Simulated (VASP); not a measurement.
# AlN in VASP: further runs, part 2 of 2

VASP 6.6.1.

## Step 4: Molecular dynamics, PBE

Contents of INCAR:

```
SYSTEM = AlN
  PREC = Accurate
  ENCUT = 520
  EDIFF = 1E-5
  ISMEAR = -1
  SIGMA = 0.0388
  LREAL = Auto
  LASPH = .True.
  NELM = 80
  ALGO = Normal
  ISIF = 2
  LWAVE = .False.
  LCHARG = .False.
  GGA = PE
  IBRION = 0
  NSW = 40
  POTIM = 2.0
  TEBEG = 450.0
  TEEND = 450.0
  ISYM = 0
  NELMIN = 4
  RANDOM_SEED = 98692 0 0
  MDALGO = 2
  SMASS = 0
```

Contents of KPOINTS:

```
Automatic mesh
0
Gamma
  2 2 2
  0.5 0.5 0.5
```

Contents of POSCAR:

```
AlN
1.0
   -4.3824988109      4.3824988109      0.0000000000
   -4.3824988109      0.0000000000      4.3824988109
    0.0000000000      4.3824988109      4.3824988109
Al N
8 8
Direct
    0.0000000000      0.0000000000      0.0000000000
    0.5000000000      0.0000000000      0.0000000000
    0.0000000000      0.5000000000      0.0000000000
    0.0000000000      0.0000000000      0.5000000000
    0.5000000000      0.5000000000      0.0000000000
    0.5000000000      0.0000000000      0.5000000000
    0.0000000000      0.5000000000      0.5000000000
    0.5000000000      0.5000000000      0.5000000000
    0.6250000000      0.6250000000      0.1250000000
    0.1250000000      0.6250000000      0.1250000000
    0.6250000000      0.1250000000      0.1250000000
    0.6250000000      0.6250000000      0.6250000000
    0.1250000000      0.1250000000      0.1250000000
    0.1250000000      0.6250000000      0.6250000000
    0.6250000000      0.1250000000      0.6250000000
    0.1250000000      0.1250000000      0.6250000000
```

Potentials or basis: VASP PAW PBE potentials, release 64 (Al, N).

Run with:

```bash
> cat potpaw_PBE.64/Al/POTCAR potpaw_PBE.64/N/POTCAR > POTCAR
> mpirun -np 1 vasp_std > vasp.out
```

OUTCAR:

```text
SYSTEM = AlN
   PREC = Accurate
   ENCUT = 520
   EDIFF = 1E-5
   ISMEAR = -1
   LREAL = Auto
   LASPH = .True.
   NELM = 80
   ISIF = 2
   GGA = PE
   IBRION = 0
   NSW = 40
   POTIM = 2.0
   TEBEG = 450.0
   ISYM = 0
   NELMIN = 4

 ion  position               nearest neighbor table
   1  0.000  0.000  0.000-  10 1.90  11 1.90  13 1.90  16 1.90   3 3.10   4 3.10   2 3.10   4 3.10
                             6 3.10   7 3.10   3 3.10   5 3.10   7 3.10   2 3.10   5 3.10   6 3.10
   2  0.500  0.000  0.000-   9 1.90  11 1.90  13 1.90  15 1.90   5 3.10   6 3.10   1 3.10   4 3.10
                             6 3.10   8 3.10   3 3.10   5 3.10   8 3.10   1 3.10   3 3.10   4 3.10
   3  0.000  0.500  0.000-   9 1.90  10 1.90  13 1.90  14 1.90   5 3.10   7 3.10   1 3.10   4 3.10
                             7 3.10   8 3.10   1 3.10   2 3.10   4 3.10   2 3.10   5 3.10   8 3.10
   4  0.000  0.000  0.500-  13 1.90  14 1.90  15 1.90  16 1.90   6 3.10   7 3.10   1 3.10   1 3.10
                             2 3.10   3 3.10   3 3.10   7 3.10   8 3.10   2 3.10   6 3.10   8 3.10
   5  0.500  0.500  0.000-   9 1.90  10 1.90  11 1.90  12 1.90   3 3.10   8 3.10   2 3.10   6 3.10
                             7 3.10   8 3.10   1 3.10   2 3.10   6 3.10   1 3.10   3 3.10   7 3.10
   6  0.500  0.000  0.500-  11 1.90  12 1.90  15 1.90  16 1.90   4 3.10   8 3.10   2 3.10   1 3.10
                             2 3.10   5 3.10   5 3.10   7 3.10   8 3.10   1 3.10   4 3.10   7 3.10
   7  0.000  0.500  0.500-  10 1.90  12 1.90  14 1.90  16 1.90   4 3.10   8 3.10   3 3.10   1 3.10
                             3 3.10   5 3.10   1 3.10   4 3.10   6 3.10   5 3.10   6 3.10   8 3.10
   8  0.500  0.500  0.500-   9 1.90  12 1.90  14 1.90  15 1.90   6 3.10   7 3.10   5 3.10   2 3.10
                             3 3.10   5 3.10   2 3.10   4 3.10   6 3.10   3 3.10   4 3.10   7 3.10
   9  0.625  0.625  0.125-   2 1.90   3 1.90   5 1.90   8 1.90
  10  0.125  0.625  0.125-   1 1.90   3 1.90   5 1.90   7 1.90
  11  0.625  0.125  0.125-   1 1.90   2 1.90   5 1.90   6 1.90
  12  0.625  0.625  0.625-   5 1.90   6 1.90   7 1.90   8 1.90
  13  0.125  0.125  0.125-   1 1.90   2 1.90   3 1.90   4 1.90
  14  0.125  0.625  0.625-   3 1.90   4 1.90   7 1.90   8 1.90
  15  0.625  0.125  0.625-   2 1.90   4 1.90   6 1.90   8 1.90
  16  0.125  0.125  0.625-   1 1.90   4 1.90   6 1.90   7 1.90

IMPORTANT INFORMATION: All symmetrisations will be switched off!
NOSYMM: (Re-)initialisation of all symmetry stuff for point group C_1.

----------------------------------------------------------------------------------------

[... 153 lines left out ...]

 Free energy of the ion-electron system (eV)
  ---------------------------------------------------
  ext. energy  EPLUGINS =         0.00000000
  ---------------------------------------------------
  free energy    TOTEN  =      -118.76249187 eV

  energy without entropy =     -118.76249187  energy(sigma->0) =     -118.76249187

------------------------ aborting loop because EDIFF is reached ----------------------------------------

  FORCE on cell =-STRESS in cart. coord.  units (eV):
  Direction    XX          YY          ZZ          XY          YZ          ZX
  --------------------------------------------------------------------------------------
  -------------------------------------------------------------------------------------
  Total        2.6297311      2.6296906      2.6297395      0.0000097     -0.0000036     -0.0000291
  in kB       25.0280206     25.0276354     25.0281008      0.0000926     -0.0000339     -0.0002769
  external PRESSURE =      25.0279189 kB  Pullay stress =       0.0000000 kB
[... 157 lines left out ...]
  ENERGY OF THE ELECTRON-ION-THERMOSTAT SYSTEM (eV)
  ---------------------------------------------------
% ion-electron   TOTEN  =      -118.600607  see above
  kinetic energy EKIN   =         0.714075
  kin. lattice  EKIN_LAT=         0.000000  (temperature  368.29 K)
  nose potential ES     =        -0.001024
  nose kinetic   EPS    =         0.000097
  ---------------------------------------------------
  total energy   ETOTAL =      -117.887458 eV

[... ionic steps 4 to 37 ...]

--------------------------------------- Ionic step       38  -------------------------------------------

 number of electron      64.0000000 magnetization

------------------------ aborting loop because EDIFF is reached ----------------------------------------
[... 115 lines left out ...]
--------------------------------------- Ionic step       40  -------------------------------------------

 number of electron      64.0000001 magnetization

 Free energy of the ion-electron system (eV)
  ---------------------------------------------------
  ext. energy  EPLUGINS =         0.00000000
  ---------------------------------------------------
  free energy    TOTEN  =      -117.59155622 eV

  energy without entropy =     -117.59155622  energy(sigma->0) =     -117.59155622

 E-fermi :   7.0893     XC(G=0): -10.8979

 val. band max:        6.2527915244   @ k =   0.0000   0.0000  -0.2500
 cond. band min:       9.7226915336   @ k =   0.2500   0.0000   0.0000
 fundamental gap:      3.4699000092
 Fermi energy:         7.0893338852

 k-point     1 :       0.2500    0.2500    0.2500
  band No.  band energies     occupation
      1      -8.9486      2.00000
      2      -7.6440      2.00000
      3      -7.2451      2.00000
      4      -7.0863      2.00000
      5      -6.9428      2.00000
      6      -6.5784      2.00000
[... 742 lines left out ...]
  ENERGY OF THE ELECTRON-ION-THERMOSTAT SYSTEM (eV)
  ---------------------------------------------------
% ion-electron   TOTEN  =      -117.591556  see above
  kinetic energy EKIN   =         1.137265
  kin. lattice  EKIN_LAT=         0.000000  (temperature  586.55 K)
  nose potential ES     =        -1.677351
  nose kinetic   EPS    =         0.235050
  ---------------------------------------------------
  total energy   ETOTAL =      -117.896593 eV
```

OSZICAR:

```text
N       E                     dE             d eps       ncg     rms          rms(c)
DAV:   1     0.273032118946E+03    0.27303E+03   -0.29754E+04  1312   0.139E+03
[... 272 lines left out ...]
       N       E                     dE             d eps       ncg     rms          rms(c)
DAV:   1    -0.117589007851E+03   -0.10530E+00   -0.23460E-02  1476   0.385E+00    0.185E-01
DAV:   2    -0.117591616145E+03   -0.26083E-02   -0.27158E-02  1363   0.101E+00    0.102E-01
DAV:   3    -0.117591580793E+03    0.35351E-04   -0.23984E-04  1592   0.100E-01    0.695E-02
DAV:   4    -0.117591555448E+03    0.25346E-04   -0.13647E-04  1496   0.664E-02    0.421E-02
DAV:   5    -0.117591556221E+03   -0.77357E-06   -0.22765E-05   912   0.261E-02
     40 T=   587. E= -.11789659E+03 F= -.11759156E+03 E0= -.11759156E+03  EK= 0.11373E+01 SP= -.17E+01 SK= 0.24E+00
```

CONTCAR:

```text
AlN
   1.00000000000000
    -4.3824988108999996    4.3824988108999996    0.0000000000000000
    -4.3824988108999996    0.0000000000000000    4.3824988108999996
     0.0000000000000000    4.3824988108999996    4.3824988108999996
  Al              N
     8     8
Direct
     0.0008643984609673    0.0010344703927692   -0.0049953910925927
     0.5008908129009085    0.0059290111748417   -0.0038922806749475
    -0.0036474990967983    0.5104624576044245   -0.0018598235083048
    -0.0026075929533892    0.0015091817022197    0.4862821307228732
     0.5158919694496447    0.4962098674468098   -0.0290781594601106
     0.4974134757544768    0.0141914609984747    0.5083682792696282
[... 8 lines left out ...]
     0.6343498364020279    0.1209245930044434    0.6310341889843082
     0.1166875433480300    0.1075939426163633    0.6277850075714480

  0.16117282E-02 -0.55969158E-02  0.63761703E-03
  0.58293387E-02  0.33421558E-03 -0.30541181E-02
  0.10467858E-02  0.28135439E-02  0.69607908E-02
 -0.28991292E-02  0.33513254E-02 -0.44900489E-02
  0.41170214E-02  0.34179145E-03  0.78182785E-02
  0.15773142E-02 -0.39658367E-03 -0.28672621E-02
[... 8 lines left out ...]
  0.78498869E-02  0.18676647E-02  0.20957740E-02
  0.24675076E-02  0.11391660E-02  0.49623271E-02

           1
   2.00000000000000
 -0.90175862E+00  0.61275893E-01  0.57650042E-01 -0.96122159E+00
  0.99907404E+00  0.20893035E-02  0.99424076E+00
  0.50033382E+00  0.38257197E-02  0.99681723E+00
  0.99516732E+00  0.51116992E+00  0.60934326E-03
  0.99984318E+00  0.38145862E-03  0.48536077E+00
  0.51324656E+00  0.49697643E+00  0.97372323E+00
  0.49761732E+00  0.13267789E-01  0.50798345E+00
[... 40 lines left out ...]
  0.00000000E+00  0.00000000E+00  0.00000000E+00
  0.00000000E+00  0.00000000E+00  0.00000000E+00
```

It took 47 min on 1 thread of Intel Xeon Platinum 8488C (Sapphire Rapids), shared host; peak memory 0.46 GiB.

The path:
| step | potential energy change (eV) | largest force (eV/Å) | pressure (GPa) | volume (Å³) | temperature (K) |
| --- | --- | --- | --- | --- | --- |
| 1 | 0.0000 | 0.0000 | 2.50 | 168.34 | 450 |
| 2 | 0.0429 | 0.6002 | 2.65 | 168.34 | 428 |
| 3 | 0.1619 | 1.1783 | 2.83 | 168.34 | 368 |
| 4 | 0.3308 | 1.6992 | 3.16 | 168.34 | 284 |
| 5 | 0.5139 | 2.1426 | 3.50 | 168.34 | 194 |
| 6 | 0.6735 | 2.4808 | 3.73 | 168.34 | 117 |
| 7 | 0.7786 | 2.6866 | 3.89 | 168.34 | 67 |
| 8 | 0.8107 | 2.7564 | 3.88 | 168.34 | 55 |
| 9 | 0.7680 | 2.6929 | 3.73 | 168.34 | 83 |
| 10 | 0.6646 | 2.5101 | 3.45 | 168.34 | 148 |
| 11 | 0.5282 | 2.2309 | 3.13 | 168.34 | 241 |
| 12 | 0.3947 | 1.8793 | 2.82 | 168.34 | 349 |
| 13 | 0.3020 | 1.6586 | 2.65 | 168.34 | 453 |
| 14 | 0.2829 | 1.4375 | 2.62 | 168.34 | 532 |
| 15 | 0.3589 | 1.4338 | 2.81 | 168.34 | 569 |
| 16 | 0.5341 | 1.9109 | 3.21 | 168.34 | 553 |
| 17 | 0.7912 | 2.2988 | 3.78 | 168.34 | 486 |
| 18 | 1.0908 | 2.5524 | 4.40 | 168.34 | 387 |
| 19 | 1.3773 | 2.9475 | 4.98 | 168.34 | 283 |
| 20 | 1.5898 | 3.2169 | 5.35 | 168.34 | 208 |
| 21 | 1.6788 | 3.4360 | 5.46 | 168.34 | 192 |
| 22 | 1.6229 | 3.6567 | 5.26 | 168.34 | 256 |
| 23 | 1.4381 | 3.7140 | 4.79 | 168.34 | 406 |
| 24 | 1.1760 | 3.5847 | 4.21 | 168.34 | 627 |
| 25 | 0.9129 | 3.2685 | 3.64 | 168.34 | 882 |
| 26 | 0.7307 | 2.7770 | 3.31 | 168.34 | 1110 |
| 27 | 0.6937 | 2.3232 | 3.35 | 168.34 | 1246 |
| 28 | 0.8255 | 2.8498 | 3.76 | 168.34 | 1251 |
| 29 | 1.0968 | 3.1962 | 4.44 | 168.34 | 1129 |
| 30 | 1.4327 | 4.0234 | 5.22 | 168.34 | 933 |
| 31 | 1.7421 | 4.5736 | 5.86 | 168.34 | 733 |
| 32 | 1.9549 | 4.5882 | 6.19 | 168.34 | 579 |
| 33 | 2.0429 | 4.1271 | 6.16 | 168.34 | 492 |
| 34 | 2.0167 | 3.3862 | 5.82 | 168.34 | 466 |
| 35 | 1.9071 | 3.8399 | 5.26 | 168.34 | 482 |
| 36 | 1.7505 | 4.1549 | 4.60 | 168.34 | 520 |
| 37 | 1.5791 | 4.2742 | 4.00 | 168.34 | 559 |
| 38 | 1.4170 | 4.1927 | 3.54 | 168.34 | 588 |
| 39 | 1.2788 | 3.9319 | 3.27 | 168.34 | 597 |
| 40 | 1.1709 | 3.5216 | 3.20 | 168.34 | 587 |

Caveat: the k points lie up to 0.62 Å⁻¹ apart; the cell differs from its parent crystal (dynamics (nvt nose hoover) at 450 K, volume x 1.01, from the last frame before).

## Step 5: The runs side by side

```csv
task,cell,smearing,gap on the mesh (eV),pressure (GPa)
single point,"a = 6.177 Å, angles 60.0°, 16 atoms, atomic positions A",gaussian 0.1 eV,4.24,4.7
single point,"a = 6.198 Å, angles 60.0°, 16 atoms, atomic positions B",fermi-dirac 0.0388 eV,4.00,3.4
molecular dynamics,"a = 6.198 Å, angles 60.0°, 16 atoms, atomic positions A",fermi-dirac 0.0388 eV,-,-
```

Alike in all rows: level PBE; potentials or basis VASP PAW PBE potentials, release 64 (Al, N); no spin polarisation; k mesh 2 × 2 × 2, shifted; cutoff (eV) 520.

Caveats: all runs use coarse meshes; a shifted mesh leaves out Γ, where band edges can lie (at least some runs); the atoms stand as in a frame of molecular dynamics (at least some runs); forces of over 1 eV/Å act on the atoms, so gaps and moduli don't describe the material at rest (at least some runs).

Absolute energies hang on the potentials; compare differences alone.
